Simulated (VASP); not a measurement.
Here is a VASP 6.6.1 calculation.

File INCAR:

```
PREC = Accurate ; ENCUT = 520
EDIFF = 1E-8 ; ISMEAR = -1
SIGMA = 0.15 ; LREAL = False
LASPH = True ; NELM = 100
ALGO = Normal ; ISIF = 2
LWAVE = False ; LCHARG = False
GGA = PS ; LEFG = True
NBANDS = 18
```

Contents of KPOINTS:

```
regular mesh
0
Gamma
  15 15 8
```

The input POSCAR:

```
Sc
1.0
    3.2740463808      0.0000000000      0.0000000000
   -1.6370231904      2.8354073389      0.0000000000
    0.0000000000      0.0000000000      5.1283927753
Sc
2
Direct
    0.3333333333      0.6666666667      0.2500000000
    0.6666666667      0.3333333333      0.7500000000
```

Potentials or basis: VASP PAW PBE potentials, release 64 (Sc_sv).

Run with:

```console
$ cat potpaw_PBE.64/Sc_sv/POTCAR > POTCAR
$ mpirun -np 1 vasp_std > vasp.out
```

What does it give for the band gap on the k mesh?

Zero (bands 11 and 12 overlap by 1.51 eV).

What does it give for the pressure?

0.0 GPa.

Electric field gradients, principal values (V/Å²):
```csv
atom,least,middle,greatest (by size)
1 Sc,-6.506,-6.506,13.012
2 Sc,-6.506,-6.506,13.012
```

Caveat: without QUAD_EFG the Cq values of the log hold for a quadrupole moment of 1 mb, not for the nuclei; the PAW data sets were made with another functional, which shifts forces and pressure a little.
